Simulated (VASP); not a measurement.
# Sr (P6_3/mmc) in VASP: notebook, part 2 of 2

VASP 6.6.1. Earlier steps stand in the parts before.

### Step 3. Single point, PBE (biaxial strain in the a-b plane: +2.0 %)

Contents of INCAR:

```
PREC     = Accurate       # precision mode
ENCUT    = 520            # plane-wave cutoff, eV
EDIFF    = 1E-6           # SCF threshold, eV
ISMEAR   = 0              # smearing method
SIGMA    = 0.1            # smearing width, eV
LREAL    = F              # projectors in reciprocal space
LASPH    = T              # aspherical terms in the spheres
NELM     = 100            # most SCF steps
ALGO     = Fast           # electronic algorithm
ISIF     = 2              # what is computed and relaxed
LWAVE    = F              # write WAVECAR
LCHARG   = T              # write CHGCAR
GGA      = PE             # functional
LELF     = T              # ELF
LVHAR    = T            
NBANDS   = 28             # bands
```

Contents of KPOINTS:

```
Automatic mesh
0
Gamma
  12 12 4
```

Contents of POSCAR:

```
Sr
1.0
    4.3479755738      0.0000000000      0.0000000000
   -2.1739877869      3.7654573019      0.0000000000
    0.0000000000      0.0000000000     13.8089302535
Sr
4
Direct
    0.0000000000      0.0000000000      0.0000000000
    0.3333333333      0.6666666667      0.2500000000
    0.0000000000      0.0000000000      0.5000000000
    0.6666666667      0.3333333333      0.7500000000
```

Potentials or basis: VASP PAW PBE potentials, release 64 (Sr_sv).

Launch:

```sh
$ cat potpaw_PBE.64/Sr_sv/POTCAR > POTCAR
$ mpirun -np 1 vasp_std > vasp.out
```

OUTCAR:

```text
PREC = Accurate
   ENCUT = 520
   EDIFF = 1E-6
   ISMEAR = 0
   LREAL = F
   LASPH = T
   NELM = 100
   ISIF = 2
   GGA = PE

 ion  position               nearest neighbor table
   1  0.000  0.000  0.000-   2 4.27   4 4.27   2 4.27   4 4.27   4 4.27   2 4.27
   2  0.333  0.667  0.250-   1 4.27   3 4.27   1 4.27   3 4.27   1 4.27   3 4.27
   3  0.000  0.000  0.500-   2 4.27   4 4.27   2 4.27   4 4.27   4 4.27   2 4.27
   4  0.667  0.333  0.750-   1 4.27   3 4.27   1 4.27   3 4.27   1 4.27   3 4.27

  LATTYP: Found a hexagonal cell.
 ALAT       =     4.3479755738
 C/A-ratio  =     3.1759447631

  Lattice vectors:

 A1 = (   4.3479755738,   0.0000000000,   0.0000000000)
 A2 = (  -2.1739877869,   3.7654573019,   0.0000000000)
 A3 = (   0.0000000000,   0.0000000000,  13.8089302535)

Analysis of symmetry for initial positions (statically):
=====================================================================
 Subroutine PRICEL returns:
 Original cell was already a primitive cell.

 Routine SETGRP: Setting up the symmetry group for a
 hexagonal supercell.

 Subroutine GETGRP returns: Found 24 space group operations
 (whereof 12 operations were pure point group operations)
 out of a pool of 24 trial point group operations.

The static configuration has the point symmetry D_3d.
 The point group associated with its full space group is D_6h.

Analysis of symmetry for dynamics (positions and initial velocities):
=====================================================================
 Subroutine PRICEL returns:
 Original cell was already a primitive cell.

 Routine SETGRP: Setting up the symmetry group for a
 hexagonal supercell.

 Subroutine GETGRP returns: Found 24 space group operations
 (whereof 12 operations were pure point group operations)
[... 116 lines left out ...]
   TEBEG  =    0.0;   TEEND  =   0.0 temperature during run
   PSTRESS=    0.0 pullay stress
   NELECT =      40.0000    total number of electrons
   NUPDOWN=      -1.0000    fix difference up-down
   EMIN   =  10.00;   EMAX   =-10.00  energy-range for DOS
   EFERMI =   0.00;   METHOD = LEGACY
   ISMEAR =     0;   SIGMA  =   0.10  broadening in eV -4-tet -1-fermi 0-gaus
   EFERMI_NEDOS =   21; number of points for ismear=-14 and -15
   IALGO  =     68    algorithm
   IMIX   =      4    mixing-type and parameters
     AMIX     =   0.40;   BMIX     =  1.00
     AMIX_MAG =   1.60;   BMIX_MAG =  1.00
  volume/ion in A,a.u.               =      56.52       381.42
  Fermi-wavevector in a.u.,A,eV,Ry     =   0.919052  1.736756 11.492239  0.844656
  Thomas-Fermi vector in A             =   2.044202
   LORBIT       =      0    0 simple, 1 ext, 2 COOP (PROOUT), +10 PAW based schemes
   GGA     = PE    functional components
   LHFCALC =     F    Hartree Fock is set to
   AEXX    =    0.0000 exact exchange contribution
   IVDW    =     0    specifies the selected vdW correction
   LEPSILON=     F    determine dielectric tensor
   LRPA    =     F    only Hartree local field effects (RPA)
 non-spin polarized calculation
 RMM-DIIS sequential band-by-band and
 Gauss-broadening in eV      SIGMA  =   0.10
  energy-cutoff  :      520.00
  volume of cell :      226.08
 maximum number of plane-waves:      6128
   NGX = 17   NGY = 17   NGZ = 51

 number of electron      40.0000000 magnetization

 Free energy of the ion-electron system (eV)
  ---------------------------------------------------
  ext. energy  EPLUGINS =         0.00000000
  ---------------------------------------------------
  free energy    TOTEN  =        -6.54131547 eV

  energy without entropy =       -6.51592207  energy(sigma->0) =       -6.52861877

 E-fermi :   1.5206     XC(G=0):  -7.2677

 val. band max:        1.5103544961   @ k =   0.3333   0.3333   0.2500
 cond. band min:       1.5273855400   @ k =   0.3333   0.3333   0.2500
 fundamental gap:      0.0170310439
 Fermi energy:         1.5205633888

 k-point     1 :       0.0000    0.0000    0.0000
  band No.  band energies     occupation
      1     -35.1788      2.00000
      2     -35.1736      2.00000
      3     -35.1697      2.00000
      4     -35.1645      2.00000
      5     -17.2582      2.00000
      6     -17.1675      2.00000
[... 733 lines left out ...]
     27       3.3149      0.00000
     28       3.6314      0.00000

 [... further k-points ...]
[... 5 lines left out ...]
  --------------------------------------------------------------------------------------
  -------------------------------------------------------------------------------------
  Total       -0.6883595     -0.6883595      0.1517698      0.0000000      0.0000000      0.0000000
  in kB       -4.8782161     -4.8782161      1.0755510      0.0000000      0.0000000      0.0000000
  external PRESSURE =      -2.8936271 kB  Pullay stress =       0.0000000 kB

 VOLUME and BASIS-vectors are now :
 -----------------------------------------------------------------------------
  energy-cutoff  :      520.00
  volume of cell :      226.08
      direct lattice vectors                 reciprocal lattice vectors
     4.347975574  0.000000000  0.000000000     0.229992092  0.132785996  0.000000000
    -2.173987787  3.765457302  0.000000000     0.000000000  0.265571993  0.000000000
     0.000000000  0.000000000 13.808930253     0.000000000  0.000000000  0.072416906

 POSITION                                       TOTAL-FORCE (eV/Angst)
 -----------------------------------------------------------------------------------
      0.00000      0.00000      0.00000         0.000000      0.000000     -0.000000
     -0.00000      2.51030      3.45223         0.000000      0.000000      0.000000
      0.00000      0.00000      6.90447         0.000000      0.000000     -0.000000
      2.17399      1.25515     10.35670        -0.000000     -0.000000      0.000000
 -----------------------------------------------------------------------------------
    total drift:                               -0.000000      0.000000      0.000000

  FREE ENERGIE OF THE ION-ELECTRON SYSTEM (eV)
  ---------------------------------------------------
  free  energy   TOTEN  =        -6.5413154702 eV

  energy  without entropy=       -6.5159220689  energy(sigma->0) =       -6.52861877
```

Run time: 7.8 min. Hardware: 1 thread of Intel Xeon 8259CL, shared host; peak memory 0.49 GiB.

Results:

| Quantity | Value |
| --- | --- |
| Free energy | -6.5413 eV |
| Pressure | -0.3 GPa |
| Band gap on the k mesh | zero (bands 20 and 21 overlap by 0.23 eV) |

Stress tensor (GPa, compression positive):
```
-0.49  0.00  0.00
 0.00 -0.49  0.00
 0.00  0.00  0.11
```

Levels at points of the mesh, in eV from the Fermi level:
| k point | band 18 | band 19 | band 20 | band 21 | band 22 | band 23 |
| --- | --- | --- | --- | --- | --- | --- |
| (0.00, 0.00, 0.00) | -2.68 | -2.67 | -1.06 | 0.11 | 1.31 | 1.33 |
| (0.50, 0.00, 0.00) | -0.83 | -0.82 | -0.62 | 0.02 | 0.16 | 0.26 |
| (0.00, 0.00, 0.50) | -3.38 | -1.71 | -1.71 | 0.58 | 0.58 | 2.05 |
| (0.50, 0.00, 0.50) | -1.06 | -0.66 | -0.66 | 0.07 | 0.07 | 0.34 |

Caveat: the cell differs from its parent crystal (biaxial strain in the a-b plane: +2.0 %).
